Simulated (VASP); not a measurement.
A run of VASP 6.6.1 is set up as follows.

The input INCAR:

```
  ALGO = Fast
  EDIFF = 1E-6
  ENCUT = 520
  GGA = PS
  ISIF = 2
  ISMEAR = 0
  LASPH = True
  LCHARG = True
  LELF = True
  LREAL = False
  LVHAR = True
  LWAVE = False
  NBANDS = 12
  NELM = 100
  PREC = Accurate
  SIGMA = 0.15
```

KPOINTS

```
k-points
0
Gamma
  22 22 22
```

The input POSCAR:

```
Zn
1.0
   -1.3034002403      1.5090867920      1.5090867920
    1.5090867920     -1.3034002403      1.5090867920
    1.5090867920      1.5090867920     -1.3034002403
Zn
1
Direct
    0.0000000000      0.0000000000      0.0000000000
```

Potentials or basis: VASP PAW PBE potentials, release 64 (Zn).

Run with:

```console
$ cat potpaw_PBE.64/Zn/POTCAR > POTCAR
$ mpirun -np 1 vasp_std > vasp.out
```

Q: Predict the band gap on the k mesh.

A: Zero (band 6 reaches 8.07 eV, above the bottom of band 7 at 1.97 eV).

Q: Predict the pressure.

A: 9.6 GPa.

Stress tensor (GPa, compression positive):
```
 9.58 -3.87 -3.87
-3.87  9.58 -3.87
-3.87 -3.87  9.58
```

Caveat: the PAW data sets were made with another functional, which shifts forces and pressure a little.
